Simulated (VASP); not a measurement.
Runs of VASP 6.6.1 on Y. The structure is that of space group Pm-3m (No. 221), or close to it. The cells are those of the table. 

| task | level | cell | smearing | k mesh for the DOS | occupations for the DOS | gap on the mesh (eV) | pressure (GPa) |
| --- | --- | --- | --- | --- | --- | --- | --- |
| single point | PBEsol | a = 3.191 Å, 1 atom | fermi-dirac 0.08 eV | - | - | none | 0.0 |
| single point | PBEsol | a = 2.691 Å, 1 atom | fermi-dirac 0.08 eV | - | - | none | (b) |
| single point | PBEsol | a = 3.104 Å, 1 atom | fermi-dirac 0.08 eV | - | - | none | 2.6 |
| single point | PBEsol | a = 2.566 Å, 1 atom | fermi-dirac 0.08 eV | - | - | none | 62.9 |
| single point | PBEsol | a = 3.011 Å, 1 atom | fermi-dirac 0.08 eV | - | - | none | 6.6 |
| single point | PBEsol | a = 2.912 Å, 1 atom | fermi-dirac 0.08 eV | - | - | none | 12.5 |
| single point | RPBE | a = 2.912 Å, 1 atom | methfessel-paxton 0.005 eV | - | - | none | (a) |

Alike in all rows: potentials or basis VASP PAW PBE potentials, release 64 (Y_sv); no spin polarisation; k mesh 12 × 12 × 12; cutoff (eV) 520.

Q: Estimate the missing entries.

A: (a) 18.1; (b) 36.7.

Caveats: the PAW data sets were made with another functional, which shifts forces and pressure a little.

A k mesh can miss the band edges, and the runs leave out spin-orbit coupling on Y.

A gap of «none» marks levels without a gap at the run's occupations.
